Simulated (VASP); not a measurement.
# FeCuC4N4 (P-43m) in VASP: single point with PBE

Aim: the single point of FeCuC4N4 with PBE.

Everything below comes from runs of VASP 6.6.1. Logs are shortened: lines on timing, memory, paths and dates and some standing lists are left out, and cuts for length are marked.

## (1) The cell of the first run

Symmetry: P-43m, No. 215, cubic system. Conventional cell: a = 5.875 Å, b = 5.875 Å, c = 5.875 Å, α = 90.00°, β = 90.00°, γ = 90.00°. Within 2.6 Å of Fe (site symmetry -43m) lie 4 C at 1.98 Å. Cu (site symmetry -43m) has 4 N at 1.94 Å within 2.6 Å. Within 1.6 Å of C (site symmetry 3m) lie 1 N at 1.17 Å. Within 1.6 Å of N (site symmetry 3m) lie 1 C at 1.17 Å.

## (2) Single point, PBE, collinear spin, ferromagnetic start

The input, INCAR:

```
SYSTEM = FeCuC4N4
PREC = Accurate
ENCUT = 520
EDIFF = 1E-6
ISMEAR = 0
SIGMA = 0.02
LREAL = .False.
LASPH = .True.
NELM = 150
ALGO = Normal
ISIF = 2
LWAVE = .False.
LCHARG = .False.
ISPIN = 2
MAGMOM = -3.42 -0.47 0 0 0 0 0 0 0 0
LORBIT = 11
LMAXMIX = 4
GGA = PE
NBANDS = 42
```

The input, KPOINTS:

```
Automatic mesh
0
Gamma
  6 6 6
  0 0 0
```

The input, POSCAR:

```
FeCuC4N4
1.0
    5.8747664276      0.0000000000      0.0000000000
    0.0000000000      5.8747664276      0.0000000000
    0.0000000000      0.0000000000      5.8747664276
Fe Cu C N
1 1 4 4
Direct
    0.0000000000      0.0000000000      0.0000000000
    0.5000000000      0.5000000000      0.5000000000
    0.1945861956      0.1945861956      0.1945861956
    0.1945861956      0.8054138044      0.8054138044
    0.8054138044      0.1945861956      0.8054138044
    0.8054138044      0.8054138044      0.1945861956
    0.3095632255      0.3095632255      0.3095632255
    0.3095632255      0.6904367745      0.6904367745
    0.6904367745      0.3095632255      0.6904367745
    0.6904367745      0.6904367745      0.3095632255
```

Potentials or basis: VASP PAW PBE potentials, release 64 (Fe, Cu, C, N).

Started as:

```console
> cat potpaw_PBE.64/Fe/POTCAR potpaw_PBE.64/Cu/POTCAR potpaw_PBE.64/C/POTCAR potpaw_PBE.64/N/POTCAR > POTCAR
> mpirun -np 1 vasp_std > vasp.out
```

OUTCAR:

```text
SYSTEM = FeCuC4N4
   PREC = Accurate
   ENCUT = 520
   EDIFF = 1E-6
   ISMEAR = 0
   LREAL = .False.
   LASPH = .True.
   NELM = 150
   ISIF = 2
   ISPIN = 2
   LORBIT = 11
   GGA = PE

 ion  position               nearest neighbor table
   1  0.000  0.000  0.000-   3 1.98   4 1.98   5 1.98   6 1.98
   2  0.500  0.500  0.500-   7 1.94   8 1.94   9 1.94  10 1.94
   3  0.195  0.195  0.195-   7 1.17   1 1.98
   4  0.195  0.805  0.805-   8 1.17   1 1.98
   5  0.805  0.195  0.805-   9 1.17   1 1.98
   6  0.805  0.805  0.195-  10 1.17   1 1.98
   7  0.310  0.310  0.310-   3 1.17   2 1.94
   8  0.310  0.690  0.690-   4 1.17   2 1.94
   9  0.690  0.310  0.690-   5 1.17   2 1.94
  10  0.690  0.690  0.310-   6 1.17   2 1.94

  LATTYP: Found a simple cubic cell.
 ALAT       =     5.8747664276

  Lattice vectors:

 A1 = (   5.8747664276,   0.0000000000,   0.0000000000)
 A2 = (   0.0000000000,   5.8747664276,   0.0000000000)
 A3 = (   0.0000000000,   0.0000000000,   5.8747664276)

Analysis of symmetry for initial positions (statically):
=====================================================================
 Subroutine PRICEL returns:
 Original cell was already a primitive cell.

 Routine SETGRP: Setting up the symmetry group for a
 simple cubic supercell.

 Subroutine GETGRP returns: Found 24 space group operations
 (whereof 24 operations were pure point group operations)
 out of a pool of 48 trial point group operations.

The static configuration has the point symmetry T_d .

Analysis of symmetry for dynamics (positions and initial velocities):
=====================================================================
 Subroutine PRICEL returns:
 Original cell was already a primitive cell.

 Routine SETGRP: Setting up the symmetry group for a
 simple cubic supercell.

 Subroutine GETGRP returns: Found 24 space group operations
 (whereof 24 operations were pure point group operations)
 out of a pool of 48 trial point group operations.

The dynamic configuration has the point symmetry T_d .

Analysis of structural, dynamic, and magnetic symmetry:
=====================================================================
 Subroutine PRICEL returns:
 Original cell was already a primitive cell.

 Routine SETGRP: Setting up the symmetry group for a
 simple cubic supercell.

 Subroutine GETGRP returns: Found 24 space group operations
 (whereof 24 operations were pure point group operations)
 out of a pool of 48 trial point group operations.

The overall configuration has the point symmetry T_d .

 Subroutine INISYM returns: Found 24 space group operations
 (whereof 24 operations are pure point group operations),
 and found     1 'primitive' translations

----------------------------------------------------------------------------------------

                                     Primitive cell

  volume of cell :     202.7551

  direct lattice vectors                    reciprocal lattice vectors
     5.874766428  0.000000000  0.000000000     0.170219533  0.000000000  0.000000000
     0.000000000  5.874766428  0.000000000     0.000000000  0.170219533  0.000000000
     0.000000000  0.000000000  5.874766428     0.000000000  0.000000000  0.170219533

  length of vectors
     5.874766428  5.874766428  5.874766428     0.170219533  0.170219533  0.170219533

  position of ions in fractional coordinates (direct lattice)
     0.000000000  0.000000000  0.000000000
     0.500000000  0.500000000  0.500000000
     0.194586196  0.194586196  0.194586196
     0.194586196  0.805413804  0.805413804
     0.805413804  0.194586196  0.805413804
     0.805413804  0.805413804  0.194586196
     0.309563225  0.309563225  0.309563225
     0.309563225  0.690436775  0.690436775
     0.690436775  0.309563225  0.690436775
     0.690436775  0.690436775  0.309563225

  ion indices of the primitive-cell ions
   primitive index   ion index
                 1           1
                 2           2
                 3           3
                 4           4
                 5           5
                 6           6
                 7           7
                 8           8
                 9           9
                10          10

[... 58 lines left out ...]
   ISTART =      0    job   : 0-new  1-cont  2-samecut
   ICHARG =      2    charge: 1-file 2-atom 10-const
   ISPIN  =      2    spin polarized calculation?
   LNONCOLLINEAR =      F non collinear calculations
   LSORBIT =      F    spin-orbit coupling
   LASPH  =      T    aspherical Exc in radial PAW
   ENCUT  =  520.0 eV  38.22 Ry    6.18 a.u.  10.92 10.92 10.92*2*pi/ulx,y,z
   NELM   =    150;   NELMIN=  2; NELMDL= -5     # of ELM steps
   EDIFF  = 0.1E-05   stopping-criterion for ELM
   LREAL  =      F    real-space projection
   EDIFFG = 0.1E-04   stopping-criterion for IOM
   NSW    =      0    number of steps for IOM
   IBRION =     -1    ionic relax: 0-MD 1-quasi-New 2-CG
   NFREE  =      0    steps in history (QN), initial steepest desc. (CG)
   ISIF   =      2    stress and relaxation
   ISYM   =      2    0-nonsym 1-usesym 2-fastsym
   POTIM  = 0.5000    time-step for ionic-motion
   TEBEG  =    0.0;   TEEND  =   0.0 temperature during run
   PSTRESS=    0.0 pullay stress
   NELECT =      55.0000    total number of electrons
   NUPDOWN=      -1.0000    fix difference up-down
   EMIN   =  10.00;   EMAX   =-10.00  energy-range for DOS
   EFERMI =   0.00;   METHOD = LEGACY
   ISMEAR =     0;   SIGMA  =   0.02  broadening in eV -4-tet -1-fermi 0-gaus
   EFERMI_NEDOS =   21; number of points for ismear=-14 and -15
   IALGO  =     38    algorithm
   IMIX   =      4    mixing-type and parameters
     AMIX     =   0.40;   BMIX     =  1.00
     AMIX_MAG =   1.60;   BMIX_MAG =  1.00
  volume/ion in A,a.u.               =      20.28       136.83
  Fermi-wavevector in a.u.,A,eV,Ry     =   1.059754  2.002645 15.280415  1.123079
  Thomas-Fermi vector in A             =   2.195111
   LORBIT       =     11    0 simple, 1 ext, 2 COOP (PROOUT), +10 PAW based schemes
   GGA     = PE    functional components
   LHFCALC =     F    Hartree Fock is set to
   AEXX    =    0.0000 exact exchange contribution
   IVDW    =     0    specifies the selected vdW correction
   LEPSILON=     F    determine dielectric tensor
   LRPA    =     F    only Hartree local field effects (RPA)
 spin polarized calculation
 Gauss-broadening in eV      SIGMA  =   0.02
  energy-cutoff  :      520.00
  volume of cell :      202.76
 maximum number of plane-waves:      5520
 NGX is ok and might be reduce to    48
   NGX = 21   NGY = 21   NGZ = 21

 number of electron      55.0000003 magnetization      -5.0000598

 Free energy of the ion-electron system (eV)
  ---------------------------------------------------
  ext. energy  EPLUGINS =         0.00000000
  ---------------------------------------------------
  free energy    TOTEN  =       -76.87622985 eV

  energy without entropy =      -76.87622985  energy(sigma->0) =      -76.87622985

 E-fermi :  -1.9610     XC(G=0):  -7.1502

 val. band max:       -2.0781678972   @ k =   0.5000   0.5000   0.5000
 cond. band min:      -1.7276468877   @ k =   0.5000   0.5000   0.0000
 fundamental gap:      0.3505210095
 Fermi energy:        -1.9610365565

 spin component 1

 k-point     1 :       0.0000    0.0000    0.0000
  band No.  band energies     occupation
      1     -18.8173      1.00000
      2     -18.6852      1.00000
      3     -18.6852      1.00000
      4     -18.6852      1.00000
      5      -9.2726      1.00000
      6      -8.0846      1.00000
[... 829 lines left out ...]
     38       4.2946      0.00000
     39       6.4959      0.00000
 Fermi energy:        -1.9610365565

 spin component 2

 k-point     1 :       0.0000    0.0000    0.0000
  band No.  band energies     occupation
      1     -18.9946      1.00000
      2     -18.8636      1.00000
      3     -18.8636      1.00000
      4     -18.8636      1.00000
      5      -9.4850      1.00000
      6      -8.4032      1.00000
[... 829 lines left out ...]
     38       4.1550      0.00000
     39       6.3557      0.00000
 [bands above 39 left out]

------------------------ aborting loop because EDIFF is reached ----------------------------------------

  FORCE on cell =-STRESS in cart. coord.  units (eV):
  Direction    XX          YY          ZZ          XY          YZ          ZX
  --------------------------------------------------------------------------------------
  -------------------------------------------------------------------------------------
  Total        0.5676152      0.5676152      0.5676152      0.0000000     -0.0000000      0.0000000
  in kB        4.4853129      4.4853129      4.4853129      0.0000000     -0.0000000      0.0000000
  external PRESSURE =       4.4853129 kB  Pullay stress =       0.0000000 kB

 VOLUME and BASIS-vectors are now :
 -----------------------------------------------------------------------------
  energy-cutoff  :      520.00
  volume of cell :      202.76
      direct lattice vectors                 reciprocal lattice vectors
     5.874766428  0.000000000  0.000000000     0.170219533  0.000000000  0.000000000
     0.000000000  5.874766428  0.000000000     0.000000000  0.170219533  0.000000000
     0.000000000  0.000000000  5.874766428     0.000000000  0.000000000  0.170219533

 POSITION                                       TOTAL-FORCE (eV/Angst)
 -----------------------------------------------------------------------------------
      0.00000      0.00000      0.00000        -0.000000      0.000000     -0.000000
      2.93738      2.93738      2.93738        -0.000000      0.000000     -0.000000
      1.14315      1.14315      1.14315        -0.201114     -0.201114     -0.201114
      1.14315      4.73162      4.73162        -0.201114      0.201114      0.201114
      4.73162      1.14315      4.73162         0.201114     -0.201114      0.201114
      4.73162      4.73162      1.14315         0.201114      0.201114     -0.201114
      1.81861      1.81861      1.81861         0.192201      0.192201      0.192201
      1.81861      4.05615      4.05615         0.192201     -0.192201     -0.192201
      4.05615      1.81861      4.05615        -0.192201      0.192201     -0.192201
      4.05615      4.05615      1.81861        -0.192201     -0.192201      0.192201
 -----------------------------------------------------------------------------------
    total drift:                                0.000000      0.000000      0.000000

  FREE ENERGIE OF THE ION-ELECTRON SYSTEM (eV)
  ---------------------------------------------------
  free  energy   TOTEN  =       -76.8762298474 eV

  energy  without entropy=      -76.8762298474  energy(sigma->0) =      -76.87622985

 total charge

# of ion       s       p       d       tot
------------------------------------------
    1        0.468   0.645   5.912   7.025
    2        0.361   0.489   9.093   9.943
    3        0.959   1.642   0.000   2.601
    4        0.959   1.642   0.000   2.601
    5        0.959   1.642   0.000   2.601
    6        0.959   1.642   0.000   2.601
    7        1.307   2.560   0.000   3.867
    8        1.307   2.560   0.000   3.867
    9        1.307   2.560   0.000   3.867
   10        1.307   2.560   0.000   3.867
--------------------------------------------------
tot          9.891  17.942  15.005  42.839

 magnetization (x)

# of ion       s       p       d       tot
------------------------------------------
    1       -0.020  -0.148  -3.393  -3.562
    2        0.000  -0.004  -0.431  -0.434
    3       -0.012  -0.006   0.000  -0.018
    4       -0.012  -0.006   0.000  -0.018
    5       -0.012  -0.006   0.000  -0.018
    6       -0.012  -0.006   0.000  -0.018
    7       -0.008  -0.108   0.000  -0.116
    8       -0.008  -0.108   0.000  -0.116
    9       -0.008  -0.108   0.000  -0.116
   10       -0.008  -0.108   0.000  -0.116
--------------------------------------------------
tot         -0.100  -0.607  -3.824  -4.531
```

Wall time 10 min (1 thread of Intel Xeon Platinum 8259CL at 2.50GHz (Skylake/Cascade Lake), shared host); peak memory 0.56 GiB.

What came out:

| Item | Value |
| --- | --- |
| Free energy | -76.8762 eV |
| Pressure | 0.4 GPa |
| Largest force | 0.348 eV/Å |
| Band gap on the k mesh | 0.35 eV (least direct gap 0.37 eV) |
| Net moment | -5.00 μB per cell |
| Site moments | Fe -3.56; Cu -0.43; C -0.02; N -0.12 μB |
| Valence electrons inside the program's atomic spheres | Fe 7.03; Cu 9.94; C 2.60; N 3.87 |

Forces on the atoms (eV/Å):
```
Fe   0.000  0.000  0.000
Cu   0.000  0.000  0.000
C   -0.201 -0.201 -0.201
C   -0.201  0.201  0.201
C    0.201 -0.201  0.201
C    0.201  0.201 -0.201
N    0.192  0.192  0.192
N    0.192 -0.192 -0.192
N   -0.192  0.192 -0.192
N   -0.192 -0.192  0.192
```

Levels at points of the mesh, in eV from the valence-band top:
Spin up:
```csv
k point,band 21,band 22,band 23,band 24,band 25,band 26,band 27,band 28,band 29,band 30
"(0.00, 0.00, 0.00)",-1.01,-1.01,-0.03,-0.03,-0.03,0.44,0.44,1.21,1.21,1.21
"(0.50, 0.00, 0.00)",-0.91,-0.75,-0.26,-0.06,-0.06,0.36,0.54,1.34,1.48,1.48
"(0.50, 0.50, 0.00)",-0.87,-0.71,-0.27,-0.02,-0.02,0.35,0.55,1.38,1.47,1.47
"(0.50, 0.50, 0.50)",-0.96,-0.96,0.00,0.00,0.00,0.46,0.46,1.29,1.29,1.29
```
Spin down:
```tsv
k point	band 26	band 27	band 28	band 29	band 30	band 31	band 32	band 33	band 34	band 35
(0.00, 0.00, 0.00)	-1.04	-1.04	-0.47	-0.47	-0.47	4.71	4.71	4.71	5.30	5.30
(0.50, 0.00, 0.00)	-1.06	-0.67	-0.39	-0.11	-0.11	4.76	4.76	4.93	5.17	5.45
(0.50, 0.50, 0.00)	-1.01	-0.73	-0.41	-0.11	-0.11	4.97	5.04	5.04	5.04	5.67
(0.50, 0.50, 0.50)	-0.94	-0.94	-0.46	-0.46	-0.46	5.04	5.04	5.04	5.44	5.44
```

Caveat: semilocal functionals underestimate gaps, and a narrow one can read as zero.
